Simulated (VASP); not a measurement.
# Ru (P6_3/mmc) in VASP: settings compared, part 2 of 2

VASP 6.6.1. The steps go on from the part before.

## 4. Vibrations by perturbation theory, PBEsol

Contents of INCAR:

```
SYSTEM = Ru
PREC     = Accurate       ! precision mode
ENCUT    = 520            ! plane-wave cutoff, eV
EDIFF    = 1E-8           ! SCF threshold, eV
ISMEAR   = -1             ! smearing method
SIGMA    = 0.05           ! smearing width, eV
LREAL    = .False.        ! projectors in reciprocal space
LASPH    = .True.         ! aspherical terms in the spheres
NELM     = 100            ! most SCF steps
ALGO     = Normal         ! electronic algorithm
ISIF     = 2              ! what is computed and relaxed
LWAVE    = .False.        ! write WAVECAR
LCHARG   = .False.        ! write CHGCAR
GGA      = PS             ! functional
NBANDS   = 21             ! bands
IBRION   = 8              ! ionic algorithm
NSW      = 1              ! ionic steps
```

Contents of KPOINTS:

```
Automatic mesh
0
Gamma
  8 8 5
  0 0 0
```

Contents of POSCAR:

```
Ru
1.0
    2.7058000000      0.0000000000      0.0000000000
   -1.3529000000      2.3432915376      0.0000000000
    0.0000000000      0.0000000000      4.2819000000
Ru
2
Direct
    0.6666666667      0.3333333333      0.7500000000
    0.3333333333      0.6666666667      0.2500000000
```

Potentials or basis: VASP PAW PBE potentials, release 64 (Ru_pv).

The run is started by

```sh
$ cat potpaw_PBE.64/Ru_pv/POTCAR > POTCAR
$ mpirun -np 1 vasp_std > vasp.out
```

OUTCAR:

```text
SYSTEM = Ru
   PREC = Accurate
   ENCUT = 520
   EDIFF = 1E-8
   ISMEAR = -1
   LREAL = .False.
   LASPH = .True.
   NELM = 100
   ISIF = 2
   GGA = PS
   IBRION = 8
   NSW = 1

 ion  position               nearest neighbor table
   1  0.667  0.333  0.750-   2 2.65   2 2.65   2 2.65   2 2.65   2 2.65   2 2.65
   2  0.333  0.667  0.250-   1 2.65   1 2.65   1 2.65   1 2.65   1 2.65   1 2.65

  LATTYP: Found a hexagonal cell.
 ALAT       =     2.7058000000
 C/A-ratio  =     1.5824894671

  Lattice vectors:

 A1 = (   2.7058000000,   0.0000000000,   0.0000000000)
 A2 = (  -1.3529000000,   2.3432915376,   0.0000000000)
 A3 = (   0.0000000000,   0.0000000000,   4.2819000000)

Analysis of symmetry for initial positions (statically):
=====================================================================
 Subroutine PRICEL returns:
 Original cell was already a primitive cell.

 Routine SETGRP: Setting up the symmetry group for a
 hexagonal supercell.

 Subroutine GETGRP returns: Found 24 space group operations
 (whereof 12 operations were pure point group operations)
 out of a pool of 24 trial point group operations.

The static configuration has the point symmetry D_3d.
 The point group associated with its full space group is D_6h.

Analysis of symmetry for dynamics (positions and initial velocities):
=====================================================================
 Subroutine PRICEL returns:
 Original cell was already a primitive cell.

 Routine SETGRP: Setting up the symmetry group for a
[... 767 lines left out ...]

  FREE ENERGIE OF THE ION-ELECTRON SYSTEM (eV)
  ---------------------------------------------------
  free  energy   TOTEN  =       -20.3769265031 eV

  energy  without entropy=      -20.3678876703  energy(sigma->0) =      -20.37240709

[... ionic steps 2 to 3 ...]

--------------------------------------- Ionic step        4  -------------------------------------------

------------------------ aborting loop because EDIFF is reached ----------------------------------------

[... ionic steps 5 to 5 ...]

--------------------------------------- Ionic step        6  -------------------------------------------

 Free energy of the ion-electron system (eV)
  ---------------------------------------------------
  ---------------------------------------------------
  free energy    TOTEN  =        -0.74244967 eV

  energy without entropy =       -0.74244967

------------------------ aborting loop because EDIFF is reached ----------------------------------------

 INTERNAL STRAIN TENSOR  FOR ION    1  DIRECTION 3   (eV/Angst):
 -----------------------------------------------------------------------------
    -0.00030  0.00000  0.00000
     0.00000 -0.00030 -0.00000
     0.00000 -0.00000  0.00942

 INTERNAL STRAIN TENSOR FOR ION    2 for displacements in x,y,z  (eV/Angst):
          X           Y           Z          XY          YZ          ZX
  --------------------------------------------------------------------------------
  x    -0.00000     0.00000     0.00000    -2.95714     0.00000     0.00000
  y    -2.95714     2.95714    -0.00000    -0.00000     0.00000     0.00000
  z    -0.00000    -0.00000    -0.00000     0.00000     0.00000     0.00000

 SECOND DERIVATIVES (NOT SYMMETRIZED)
 ------------------------------------
               1X          1Y          1Z          2X          2Y          2Z
  1X    -8.273516    0.000000    0.000000    8.273516    0.000000    0.000000
  1Y     0.000000   -8.273516    0.000000   -0.000000    8.273516    0.000000
  1Z     0.000000   -0.000000  -13.139506    0.000000    0.000000   13.139506
  2X     8.273516    0.000000    0.000000   -8.273516    0.000000    0.000000
  2Y    -0.000000    8.273516    0.000000    0.000000   -8.273516    0.000000
  2Z     0.000000    0.000000   13.139506    0.000000   -0.000000  -13.139506

 Eigenvectors and eigenvalues of the dynamical matrix
 ----------------------------------------------------

   1 f  =    7.971574 THz    50.086880 2PiTHz  265.903103 cm-1    32.967768 meV
             X         Y         Z           dx          dy          dz
      1.352900  0.781097  3.211425     0.000000    0.000000    0.707107
     -0.000000  1.562194  1.070475     0.000000    0.000000   -0.707107
[... 16 lines left out ...]
   5 f  =    0.000000 THz     0.000000 2PiTHz    0.000000 cm-1     0.000000 meV
             X         Y         Z           dx          dy          dz
      1.352900  0.781097  3.211425     0.000000    0.000000    0.707107
     -0.000000  1.562194  1.070475     0.000000    0.000000    0.707107

   6 f/i=    0.000000 THz     0.000001 2PiTHz    0.000003 cm-1     0.000000 meV
             X         Y         Z           dx          dy          dz
      1.352900  0.781097  3.211425     0.265059    0.655548    0.000000
     -0.000000  1.562194  1.070475     0.265059    0.655548    0.000000

--------------------------------------------------------------------------------------------------------

 ELASTIC MODULI CONTR FROM IONIC RELAXATION (kBar)
 Direction    XX          YY          ZZ          XY          YZ          ZX
 --------------------------------------------------------------------------------
 XX         -62.3741     62.3741     -0.0000     -0.0000      0.0000      0.0000
 YY          62.3741    -62.3741      0.0000      0.0000      0.0000      0.0000
 ZZ          -0.0000      0.0000     -0.0000     -0.0000      0.0000      0.0000
 XY          -0.0000      0.0000     -0.0000    -62.3741      0.0000      0.0000
 YZ           0.0000      0.0000      0.0000      0.0000     -0.0000     -0.0000
 ZX           0.0000      0.0000      0.0000      0.0000     -0.0000     -0.0000
 --------------------------------------------------------------------------------
```

Wall time 2 min (1 thread of Intel Xeon 6975P-C, shared host); peak memory 0.23 GiB.

Results:

```yaml
Highest_phonon_frequency_at_Γ: 266 cm⁻¹
```

Phonon frequencies in cm⁻¹ (negative: imaginary):
| q point | frequencies |
| --- | --- |
| (0.000, 0.000, 0.000) | 0 0 0 211 211 266 |

Caveat: the cell wasn't relaxed at this level first, which shifts response properties.
